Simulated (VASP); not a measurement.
# ZnS (rocksalt type) (Fm-3m) in VASP: notebook, part 2 of 2

VASP 6.6.1. The steps go on from the part before.

## Step 3: Single point, PBE (volume scaled by 0.975)

INCAR reads:

```
SYSTEM = ZnS
PREC = Accurate
ENCUT = 520
EDIFF = 1E-6
ISMEAR = -1
SIGMA = 0.05
LREAL = .False.
LASPH = .True.
NELM = 100
ALGO = Normal
ISIF = 2
LWAVE = .False.
LCHARG = .True.
GGA = PE
LELF = .True.
LVHAR = .True.
NBANDS = 16
```

KPOINTS reads:

```
regular mesh
0
Gamma
  15 15 15
  0 0 0
```

POSCAR reads:

```
ZnS
1.0
    0.0000000000      2.5302844416      2.5302844416
    2.5302844416      0.0000000000      2.5302844416
    2.5302844416      2.5302844416      0.0000000000
Zn S
1 1
Direct
    0.0000000000      0.0000000000      0.0000000000
    0.5000000000      0.5000000000      0.5000000000
```

Potentials or basis: VASP PAW PBE potentials, release 64 (Zn, S).

Command:

```bash
> cat potpaw_PBE.64/Zn/POTCAR potpaw_PBE.64/S/POTCAR > POTCAR
> mpirun -np 1 vasp_std > vasp.out
```

OUTCAR:

```text
SYSTEM = ZnS
   PREC = Accurate
   ENCUT = 520
   EDIFF = 1E-6
   ISMEAR = -1
   LREAL = .False.
   LASPH = .True.
   NELM = 100
   ISIF = 2
   GGA = PE

 ion  position               nearest neighbor table
   1  0.000  0.000  0.000-   2 2.53   2 2.53   2 2.53   2 2.53   2 2.53   2 2.53
   2  0.500  0.500  0.500-   1 2.53   1 2.53   1 2.53   1 2.53   1 2.53   1 2.53

  LATTYP: Found a face centered cubic cell.
 ALAT       =     5.0605688832

  Lattice vectors:

 A1 = (   0.0000000000,   2.5302844416,   2.5302844416)
 A2 = (   2.5302844416,   0.0000000000,   2.5302844416)
 A3 = (   2.5302844416,   2.5302844416,   0.0000000000)

Analysis of symmetry for initial positions (statically):
=====================================================================
 Subroutine PRICEL returns:
 Original cell was already a primitive cell.

 Routine SETGRP: Setting up the symmetry group for a
 face centered cubic supercell.

 Subroutine GETGRP returns: Found 48 space group operations
 (whereof 48 operations were pure point group operations)
 out of a pool of 48 trial point group operations.

The static configuration has the point symmetry O_h .

Analysis of symmetry for dynamics (positions and initial velocities):
=====================================================================
 Subroutine PRICEL returns:
 Original cell was already a primitive cell.

 Routine SETGRP: Setting up the symmetry group for a
 face centered cubic supercell.

 Subroutine GETGRP returns: Found 48 space group operations
 (whereof 48 operations were pure point group operations)
 out of a pool of 48 trial point group operations.

The dynamic configuration has the point symmetry O_h .

 Subroutine INISYM returns: Found 48 space group operations
 (whereof 48 operations are pure point group operations),
 and found     1 'primitive' translations

----------------------------------------------------------------------------------------

                                     Primitive cell

  volume of cell :      32.3995

  direct lattice vectors                    reciprocal lattice vectors
     0.000000000  2.530284442  2.530284442    -0.197606242  0.197606242  0.197606242
     2.530284442  0.000000000  2.530284442     0.197606242 -0.197606242  0.197606242
     2.530284442  2.530284442  0.000000000     0.197606242  0.197606242 -0.197606242

  length of vectors
     3.578362574  3.578362574  3.578362574     0.342264051  0.342264051  0.342264051

  position of ions in fractional coordinates (direct lattice)
     0.000000000  0.000000000  0.000000000
     0.500000000  0.500000000  0.500000000

  ion indices of the primitive-cell ions
   primitive index   ion index
                 1           1
                 2           2

----------------------------------------------------------------------------------------

 KPOINTS: regular mesh

Automatic generation of k-mesh.
 Grid dimensions read from file:
 generate k-points for:   15   15   15

 Generating k-lattice:

  Cartesian coordinates                     Fractional coordinates (reciprocal lattice)
    -0.013173749  0.013173749  0.013173749     0.066666667  0.000000000  0.000000000
     0.013173749 -0.013173749  0.013173749     0.000000000  0.066666667  0.000000000
     0.013173749  0.013173749 -0.013173749     0.000000000  0.000000000  0.066666667

  Length of vectors
     0.022817603  0.022817603  0.022817603

  Shift w.r.t. Gamma in fractional coordinates (k-lattice)
     0.000000000  0.000000000  0.000000000

 Subroutine IBZKPT returns following result:
 ===========================================

 Found    120 irreducible k-points:

 Following reciprocal coordinates:
            Coordinates               Weight
  0.000000  0.000000  0.000000      1.000000
  0.066667  0.000000  0.000000      8.000000
  0.133333  0.000000  0.000000      8.000000
  0.200000  0.000000  0.000000      8.000000
  0.266667  0.000000  0.000000      8.000000
  0.333333  0.000000  0.000000      8.000000
[... 16 lines left out ...]
  0.133333  0.133333  0.000000      6.000000
  0.200000  0.133333  0.000000     24.000000
 [... further k-points ...]
   k-points           NKPTS =    120   k-points in BZ     NKDIM =    120   number of bands    NBANDS=     16
   number of dos      NEDOS =    301   number of ions     NIONS =      2
   total plane-waves  NPLWV =  21952
   dimension x,y,z NGX =    28 NGY =   28 NGZ =   28
   dimension x,y,z NGXF=    56 NGYF=   56 NGZF=   56
   ions per type =               1   1
   NGX,Y,Z   is equivalent  to a cutoff of  13.01, 13.01, 13.01 a.u.
   NGXF,Y,Z  is equivalent  to a cutoff of  26.02, 26.02, 26.02 a.u.
 SYSTEM =  ZnS
   PREC   = accura    normal or accurate (medium, high low for compatibility)
   ISTART =      0    job   : 0-new  1-cont  2-samecut
   ICHARG =      2    charge: 1-file 2-atom 10-const
   ISPIN  =      1    spin polarized calculation?
   LNONCOLLINEAR =      F non collinear calculations
   LSORBIT =      F    spin-orbit coupling
   LASPH  =      T    aspherical Exc in radial PAW
   ENCUT  =  520.0 eV  38.22 Ry    6.18 a.u.   6.65  6.65  6.65*2*pi/ulx,y,z
   NELM   =    100;   NELMIN=  2; NELMDL= -5     # of ELM steps
   EDIFF  = 0.1E-05   stopping-criterion for ELM
   LREAL  =      F    real-space projection
   EDIFFG = 0.1E-04   stopping-criterion for IOM
   NSW    =      0    number of steps for IOM
   IBRION =     -1    ionic relax: 0-MD 1-quasi-New 2-CG
   NFREE  =      0    steps in history (QN), initial steepest desc. (CG)
   ISIF   =      2    stress and relaxation
   ISYM   =      2    0-nonsym 1-usesym 2-fastsym
   POTIM  = 0.5000    time-step for ionic-motion
   TEBEG  =    0.0;   TEEND  =   0.0 temperature during run
   PSTRESS=    0.0 pullay stress
   NELECT =      18.0000    total number of electrons
   NUPDOWN=      -1.0000    fix difference up-down
   EMIN   =  10.00;   EMAX   =-10.00  energy-range for DOS
   EFERMI =   0.00;   METHOD = LEGACY
   ISMEAR =    -1;   SIGMA  =   0.05  broadening in eV -4-tet -1-fermi 0-gaus
   EFERMI_NEDOS =   21; number of points for ismear=-14 and -15
   IALGO  =     38    algorithm
   IMIX   =      4    mixing-type and parameters
     AMIX     =   0.40;   BMIX     =  1.00
     AMIX_MAG =   1.60;   BMIX_MAG =  1.00
  volume/ion in A,a.u.               =      16.20       109.32
  Fermi-wavevector in a.u.,A,eV,Ry     =   1.345818  2.543227 24.643226  1.811226
  Thomas-Fermi vector in A             =   2.473700
   LORBIT       =      0    0 simple, 1 ext, 2 COOP (PROOUT), +10 PAW based schemes
   GGA     = PE    functional components
   LHFCALC =     F    Hartree Fock is set to
   AEXX    =    0.0000 exact exchange contribution
   IVDW    =     0    specifies the selected vdW correction
   LEPSILON=     F    determine dielectric tensor
   LRPA    =     F    only Hartree local field effects (RPA)
 non-spin polarized calculation
  energy-cutoff  :      520.00
  volume of cell :       32.40
 maximum number of plane-waves:       893
   NGX = 13   NGY = 13   NGZ = 13

 number of electron      18.0000014 magnetization

 Free energy of the ion-electron system (eV)
  ---------------------------------------------------
  ext. energy  EPLUGINS =         0.00000000
  ---------------------------------------------------
  free energy    TOTEN  =        -6.20895403 eV

  energy without entropy =       -6.20690033  energy(sigma->0) =       -6.20792718

 E-fermi :   4.1420     XC(G=0): -10.9122

 val. band max:        4.0844299598   @ k =  -0.4667   0.4667   0.0000
 cond. band min:       4.2905099655   @ k =   0.4667   0.4000   0.0000
 fundamental gap:      0.2060800057
 Fermi energy:         4.1419713317

 k-point     1 :       0.0000    0.0000    0.0000
  band No.  band energies     occupation
      1      -9.8949      2.00000
      2      -2.2495      2.00000
      3      -2.2495      2.00000
      4      -2.2344      2.00000
      5      -2.2344      2.00000
      6      -2.2344      2.00000
[... 8 lines left out ...]
     15      15.7585      0.00000
     16      15.7585      0.00000
[... 419 lines left out ...]
 k-point    24 :       0.2000    0.1333    0.0000
  band No.  band energies     occupation
      1      -9.4347      2.00000
      2      -2.4617      2.00000
      3      -2.2785      2.00000
      4      -2.2616      2.00000
      5      -2.1998      2.00000
      6      -2.1809      2.00000
[... 8 lines left out ...]
     15      16.1953      0.00000
     16      17.1832      0.00000

 [... further k-points ...]

------------------------ aborting loop because EDIFF is reached ----------------------------------------

  FORCE on cell =-STRESS in cart. coord.  units (eV):
  Direction    XX          YY          ZZ          XY          YZ          ZX
  --------------------------------------------------------------------------------------
  -------------------------------------------------------------------------------------
  Total        0.4987161      0.4987161      0.4987161     -0.0000000     -0.0000000      0.0000000
  in kB       24.6618688     24.6618688     24.6618688     -0.0000000     -0.0000000      0.0000000
  external PRESSURE =      24.6618688 kB  Pullay stress =       0.0000000 kB

 VOLUME and BASIS-vectors are now :
 -----------------------------------------------------------------------------
  energy-cutoff  :      520.00
  volume of cell :       32.40
      direct lattice vectors                 reciprocal lattice vectors
     0.000000000  2.530284442  2.530284442    -0.197606242  0.197606242  0.197606242
     2.530284442  0.000000000  2.530284442     0.197606242 -0.197606242  0.197606242
     2.530284442  2.530284442  0.000000000     0.197606242  0.197606242 -0.197606242

 POSITION                                       TOTAL-FORCE (eV/Angst)
 -----------------------------------------------------------------------------------
      0.00000      0.00000      0.00000         0.000000      0.000000      0.000000
      2.53028      2.53028      2.53028        -0.000000     -0.000000     -0.000000
 -----------------------------------------------------------------------------------
    total drift:                               -0.000000      0.000000      0.000000

  FREE ENERGIE OF THE ION-ELECTRON SYSTEM (eV)
  ---------------------------------------------------
  free  energy   TOTEN  =        -6.2089540271 eV

  energy  without entropy=       -6.2069003269  energy(sigma->0) =       -6.20792718
```

stdout:

```text
POSCAR found type information on POSCAR ZnS
 POSCAR found :  2 types and       2 ions
 scaLAPACK will be used
 LDA part: xc-table for (Slater+PW92), standard interpolation
 POSCAR, INCAR and KPOINTS ok, starting setup
 FFT: planning ... GRIDC
 FFT: planning ... GRID_SOFT
 FFT: planning ... GRID
 WAVECAR not read
 entering main loop
```

Wall time 32 s (1 thread of Intel Xeon 6975P-C (Granite Rapids), shared host); peak memory 0.19 GiB.

Results:

```yaml
Free_energy: -6.2090 eV
Pressure: 2.5 GPa
Band_gap_on_the_k_mesh: zero (band 9 reaches 4.07 eV, above the bottom of band 10 at 3.83 eV)
```

Levels at points of the mesh, in eV from the Fermi level:
```csv
k point,band 6,band 7,band 8,band 9,band 10,band 11,band 12,band 13
"(0.00, 0.00, 0.00)",-6.38,-0.69,-0.69,-0.69,1.89,8.98,8.98,8.98
```

Caveat: the cell differs from its parent crystal (volume scaled by 0.975).

## Step 4: Single point, PBE

This run uses another cell than the first one, of 16.62 Å³/atom, 1.053 times its volume.

INCAR reads:

```
SYSTEM = ZnS
ALGO = Normal ; EDIFF = 1E-6
ENCUT = 520 ; GGA = PE
ISIF = 2 ; ISMEAR = -1
LASPH = .TRUE. ; LCHARG = .FALSE.
LREAL = .FALSE. ; LWAVE = .FALSE.
NBANDS = 16 ; NELM = 100
PREC = Accurate ; SIGMA = 0.05
```

KPOINTS reads:

```
k-points
0
G
  15 15 15
  0 0 0
```

POSCAR reads:

```
ZnS
1.0
    0.0000000000      2.5517285525      2.5517285525
    2.5517285525      0.0000000000      2.5517285525
    2.5517285525      2.5517285525      0.0000000000
Zn S
1 1
Direct
    0.0000000000      0.0000000000      0.0000000000
    0.5000000000      0.5000000000      0.5000000000
```

Command:

```bash
> cat potpaw_PBE.64/Zn/POTCAR potpaw_PBE.64/S/POTCAR > POTCAR
> mpirun -np 1 vasp_std > vasp.out
```

It took 36 s on 1 thread of Intel Xeon 6975P-C (Granite Rapids), shared host; peak memory 0.19 GiB.

The run converged. Its results:

```
Free energy            : -6.2158 eV
Pressure               : 0.2 GPa
Band gap on the k mesh : zero (band 9 reaches 3.80 eV, above the bottom of band 10 at 3.56 eV)
```

Levels at points of the mesh, in eV from the Fermi level:
| k point | band 5 | band 6 | band 7 | band 8 | band 9 | band 10 | band 11 | band 12 | band 13 | band 14 |
| --- | --- | --- | --- | --- | --- | --- | --- | --- | --- | --- |
| (0.00, 0.00, 0.00) | -6.32 | -6.32 | -0.65 | -0.65 | -0.65 | 1.71 | 8.99 | 8.99 | 8.99 | 11.45 |

## Step 5: Summary

```tsv
cell	gap on the mesh (eV)	pressure (GPa)
a = 3.548 Å, angles 60.0°, 2 atoms	none	5.2
a = 3.578 Å, angles 60.0°, 2 atoms	none	2.5
a = 3.609 Å, angles 60.0°, 2 atoms	none	0.2
```

Alike in all rows: task single point; level PBE; potentials or basis VASP PAW PBE potentials, release 64 (Zn, S); no spin polarisation; k mesh 15 × 15 × 15; cutoff (eV) 520; smearing fermi-dirac 0.05 eV.

Total energies depend on the potentials used, so only differences within one code and one set of settings carry meaning.
